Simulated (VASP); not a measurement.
# CaSe (Fm-3m) in VASP: settings compared

The runs below take CaSe through single point, with HSE06, PBE.

Everything below comes from runs of VASP 6.6.1. Logs are shortened: lines on timing, memory, paths and dates and some standing lists are left out, and cuts for length are marked.

**1. The cell of the first run**

It takes space group Fm-3m (No. 225, cubic). Conventional cell: a = 6.028 Å, b = 6.028 Å, c = 6.028 Å, α = 90.00°, β = 90.00°, γ = 90.00°. Within 4.0 Å of Se (site symmetry m-3m) lie 6 Ca at 3.01 Å. Within 4.0 Å of Ca (site symmetry m-3m) lie 6 Se at 3.01 Å.

**2. Single point, HSE06**

POSCAR reads:

```
CaSe
1.0
    0.0000000000      3.0139755031      3.0139755031
    3.0139755031      0.0000000000      3.0139755031
    3.0139755031      3.0139755031      0.0000000000
Se Ca
1 1
Direct
    0.5000000000      0.5000000000      0.5000000000
    0.0000000000      0.0000000000      0.0000000000
```

INCAR.step1 reads:

```
SYSTEM = CaSe
  PREC = Accurate
  ENCUT = 520
  EDIFF = 1E-5
  ISMEAR = -1
  SIGMA = 0.05
  LREAL = .False.
  LASPH = .True.
  NELM = 60
  ALGO = Normal
  ISIF = 2
  LWAVE = .True.
  LCHARG = .False.
  GGA = PE
  NBANDS = 15
```

INCAR.step2 reads:

```
SYSTEM = CaSe
  PREC = Accurate
  ENCUT = 520
  EDIFF = 1E-6
  ISMEAR = -1
  SIGMA = 0.05
  LREAL = .False.
  LASPH = .True.
  NELM = 60
  ALGO = Normal
  ISIF = 2
  LWAVE = .False.
  LCHARG = .False.
  GGA = PE
  LHFCALC = .True.
  HFSCREEN = 0.2079
  PRECFOCK = Normal
  ISTART = 1
  NBANDS = 15
```

KPOINTS reads:

```
Automatic mesh
0
Gamma
  6 6 6
  0 0 0
```

Potentials or basis: VASP PAW PBE potentials, release 64 (Se, Ca_sv).

Command:

```console
> cat potpaw_PBE.64/Se/POTCAR potpaw_PBE.64/Ca_sv/POTCAR > POTCAR
> cp INCAR.step1 INCAR
> mpirun -np 1 vasp_std > vasp.out
> cp INCAR.step2 INCAR
> mpirun -np 1 vasp_std > vasp.out
```

OUTCAR:

```text
SYSTEM = CaSe
   PREC = Accurate
   ENCUT = 520
   EDIFF = 1E-6
   ISMEAR = -1
   LREAL = .False.
   LASPH = .True.
   NELM = 60
   ISIF = 2
   GGA = PE
   LHFCALC = .True.
   HFSCREEN = 0.2079
   PRECFOCK = Normal
   ISTART = 1

 ion  position               nearest neighbor table
   1  0.500  0.500  0.500-
   2  0.000  0.000  0.000-

  LATTYP: Found a face centered cubic cell.
 ALAT       =     6.0279510062

  Lattice vectors:

 A1 = (   0.0000000000,   3.0139755031,   3.0139755031)
 A2 = (   3.0139755031,   0.0000000000,   3.0139755031)
 A3 = (   3.0139755031,   3.0139755031,   0.0000000000)

Analysis of symmetry for initial positions (statically):
=====================================================================
 Subroutine PRICEL returns:
 Original cell was already a primitive cell.

 Routine SETGRP: Setting up the symmetry group for a
 face centered cubic supercell.

 Subroutine GETGRP returns: Found 48 space group operations
 (whereof 48 operations were pure point group operations)
 out of a pool of 48 trial point group operations.

The static configuration has the point symmetry O_h .

Analysis of symmetry for dynamics (positions and initial velocities):
=====================================================================
 Subroutine PRICEL returns:
 Original cell was already a primitive cell.

 Routine SETGRP: Setting up the symmetry group for a
 face centered cubic supercell.

 Subroutine GETGRP returns: Found 48 space group operations
 (whereof 48 operations were pure point group operations)
 out of a pool of 48 trial point group operations.

The dynamic configuration has the point symmetry O_h .

 Subroutine INISYM returns: Found 48 space group operations
 (whereof 48 operations are pure point group operations),
 and found     1 'primitive' translations

----------------------------------------------------------------------------------------

                                     Primitive cell

  volume of cell :      54.7582

  direct lattice vectors                    reciprocal lattice vectors
     0.000000000  3.013975503  3.013975503    -0.165893850  0.165893850  0.165893850
     3.013975503  0.000000000  3.013975503     0.165893850 -0.165893850  0.165893850
     3.013975503  3.013975503  0.000000000     0.165893850  0.165893850 -0.165893850

  length of vectors
     4.262405033  4.262405033  4.262405033     0.287336577  0.287336577  0.287336577
[... 88 lines left out ...]
   EFERMI_NEDOS =   21; number of points for ismear=-14 and -15
   IALGO  =     38    algorithm
   IMIX   =      1    mixing-type and parameters
     AMIX     =   0.40;   BMIX     =  1.00
     AMIX_MAG =   1.60;   BMIX_MAG =  1.00
  volume/ion in A,a.u.               =      27.38       184.76
  Fermi-wavevector in a.u.,A,eV,Ry     =   1.086338  2.052882 16.056657  1.180131
  Thomas-Fermi vector in A             =   2.222473
   LORBIT       =      0    0 simple, 1 ext, 2 COOP (PROOUT), +10 PAW based schemes
   GGA     = PE    functional components
   LHFCALC =     T    Hartree Fock is set to
   PRECFOCK=normal    Normal, Fast or Accurate (Low or Medium for compatibility)
   ENCUT4O =  -1.0   cutoff for four orbital integrals eV
   NKREDX  =     1    reduce k-point grid by
   NKREDY  =     1    reduce k-point grid by
   NKREDZ  =     1    reduce k-point grid by
   AEXX    =    0.2500 exact exchange contribution
   HFSCREEN=    0.2079 screening length (either q_TF or 0.3 A-1)
   HFSCREENC=   0.2079 screening length for correlation (either q_TF or 0.3 A-1)
   ENCUTFOCK=  -1.0 apply spherical cutoff to Coloumb kernel
   IVDW    =     0    specifies the selected vdW correction
   LEPSILON=     F    determine dielectric tensor
   LRPA    =     F    only Hartree local field effects (RPA)
 non-spin polarized calculation
  energy-cutoff  :      520.00
  volume of cell :       54.76
 maximum number of plane-waves:      1488
  NGX = 24; NGY = 24; NGZ = 24

 number of electron      16.0000001 magnetization

 Free energy of the ion-electron system (eV)
  ---------------------------------------------------
  ext. energy  EPLUGINS =         0.00000000
  ---------------------------------------------------
  free energy    TOTEN  =       -10.67474757 eV

  energy without entropy =      -10.67474757  energy(sigma->0) =      -10.67474757

 E-fermi :   2.6116     XC(G=0):  -7.4427

 val. band max:        1.4938091164   @ k =   0.0000   0.0000   0.0000
 cond. band min:       4.6123686284   @ k =   0.5000   0.5000   0.0000
 fundamental gap:      3.1185595120
 Fermi energy:         2.6116186248

 k-point     1 :       0.0000    0.0000    0.0000
  band No.  band energies     occupation
      1     -41.5020      2.00000
      2     -21.0100      2.00000
      3     -21.0100      2.00000
      4     -21.0100      2.00000
      5     -11.2045      2.00000
      6       1.4938      2.00000
      7       1.4938      2.00000
      8       1.4938      2.00000
      9       5.4667      0.00000
     10       6.4434      0.00000
     11       6.4434      0.00000
     12       6.4434      0.00000
     13       7.0355      0.00000
     14       7.0355      0.00000
[... 257 lines left out ...]
      2     -21.0711      2.00000
      3     -21.0496      2.00000
      4     -21.0419      2.00000
      5     -10.5426      2.00000
      6      -0.8705      2.00000
      7      -0.1105      2.00000
      8      -0.0209      2.00000
      9       5.9207      0.00000
     10       7.7341      0.00000
     11       8.1790      0.00000
     12       8.6302      0.00000
     13       9.0448      0.00000
     14       9.4990      0.00000
     15      11.9832      0.00000

------------------------ aborting loop because EDIFF is reached ----------------------------------------

  FORCE on cell =-STRESS in cart. coord.  units (eV):
  Direction    XX          YY          ZZ          XY          YZ          ZX
  --------------------------------------------------------------------------------------
  -------------------------------------------------------------------------------------
  Total       -0.6675354     -0.6675354     -0.6675354     -0.0000000     -0.0000000      0.0000000
  in kB      -19.5315070    -19.5315070    -19.5315070     -0.0000000     -0.0000000      0.0000000
  external PRESSURE =     -19.5315070 kB  Pullay stress =       0.0000000 kB

 VOLUME and BASIS-vectors are now :
 -----------------------------------------------------------------------------
  energy-cutoff  :      520.00
  volume of cell :       54.76
      direct lattice vectors                 reciprocal lattice vectors
     0.000000000  3.013975503  3.013975503    -0.165893850  0.165893850  0.165893850
     3.013975503  0.000000000  3.013975503     0.165893850 -0.165893850  0.165893850
     3.013975503  3.013975503  0.000000000     0.165893850  0.165893850 -0.165893850

 POSITION                                       TOTAL-FORCE (eV/Angst)
 -----------------------------------------------------------------------------------
      3.01398      3.01398      3.01398        -0.000000      0.000000     -0.000000
      0.00000      0.00000      0.00000         0.000000     -0.000000      0.000000
 -----------------------------------------------------------------------------------
    total drift:                               -0.000000     -0.000000     -0.000000

  FREE ENERGIE OF THE ION-ELECTRON SYSTEM (eV)
  ---------------------------------------------------
  free  energy   TOTEN  =       -10.6747475741 eV

  energy  without entropy=      -10.6747475740  energy(sigma->0) =      -10.67474757
```

Run time: 83 min. Hardware: 1 thread of Intel Xeon 8259CL, shared host; peak memory 0.28 GiB.

Results:

```
Free energy            : -10.6747 eV
Pressure               : -2.0 GPa
Band gap on the k mesh : 3.12 eV (least direct gap 3.97 eV)
```

Levels at points of the mesh, in eV from the valence-band top:
```
           k point  band 6  band 7  band 8  band 9  band 10  band 11
(0.00, 0.00, 0.00)    0.00    0.00    0.00    3.97     4.95     4.95
(0.50, 0.00, 0.00)   -3.35   -1.13   -1.13    5.28     6.82     6.95
(0.50, 0.50, 0.00)   -2.63   -0.98   -0.98    3.12     5.76     6.39
```

Caveat: the PAW data sets were made with another functional, which shifts forces and pressure a little. A k mesh can miss the band edges.

**3. Single point, PBE**

This run uses another cell than the first one, of 19.12 Å³/atom.

INCAR reads:

```
SYSTEM = CaSe
ALGO = Normal ; EDIFF = 1E-6
ENCUT = 520 ; GGA = PE
ISIF = 2 ; ISMEAR = -1
LASPH = .True. ; LCHARG = .False.
LREAL = .False. ; LWAVE = .False.
NBANDS = 15 ; NELM = 60
PREC = Accurate ; SIGMA = 0.05
```

KPOINTS reads:

```
k-points
0
Gamma
  8 8 8
  0 0 0
```

POSCAR reads:

```
CaSe
1.0
    0.0000000000      2.6741776457      2.6741776457
    2.6741776457      0.0000000000      2.6741776457
    2.6741776457      2.6741776457      0.0000000000
Se Ca
1 1
Direct
    0.5000000000      0.5000000000      0.5000000000
    0.0000000000      0.0000000000      0.0000000000
```

Potentials or basis: VASP PAW PBE potentials, release 64 (Se, Ca_sv).

Command:

```console
> cat potpaw_PBE.64/Se/POTCAR potpaw_PBE.64/Ca_sv/POTCAR > POTCAR
> mpirun -np 1 vasp_std > vasp.out
```

Wall time 8.2 s (1 thread of Intel Xeon 6975P-C (Granite Rapids), shared host); peak memory 0.16 GiB.

Results (log left out):

```yaml
Free_energy: -8.4133 eV
Pressure: 30.6 GPa
Band_gap_on_the_k_mesh: 0.95 eV (least direct gap 2.17 eV)
```

Levels at points of the mesh, in eV from the valence-band top:
```
           k point  band 6  band 7  band 8  band 9  band 10  band 11
(0.00, 0.00, 0.00)    0.00    0.00    0.00    3.30     3.30     3.30
(0.50, 0.00, 0.00)   -4.65   -2.05   -2.05    4.91     6.09     6.09
(0.50, 0.50, 0.00)   -3.31   -1.22   -1.22    0.95     5.38     6.45
```

Caveat: the cell stands under pressure.
